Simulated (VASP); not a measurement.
Runs of VASP 6.6.1 on BO2. The structure is that of space group Fd-3m (No. 227), or close to it. The cells are those of the table. 

```csv
task,cell,k mesh,gap on the mesh (eV),pressure (GPa),relaxed volume (Å³/atom)
single point,"a = 4.278 Å, angles 60.0°, 6 atoms",10 × 10 × 10,none,(a),-
single point,"a = 4.281 Å, angles 60.0°, 6 atoms",6 × 6 × 6,none,-0.2,-
relaxation of cell and atoms,"relaxed from a = 4.281 Å, angles 60.0°, 6 atoms",10 × 10 × 10,none,-0.1,9.21
relaxation of cell and atoms,"relaxed from a = 3.948 Å, angles 60.0°, 6 atoms",6 × 6 × 6,none,0.1,9.21
```

Alike in all rows: level PBE; potentials or basis VASP PAW PBE potentials, release 64 (B, O); no spin polarisation; cutoff (eV) 600; smearing gaussian 0.1 eV.

Q: Estimate the missing entries.

A: (a) -0.3.

Caveats: the volume moved by over 15 % at a fixed basis, so the end points are rough (at least some runs).

A gap of «none» marks levels without a gap at the run's occupations.
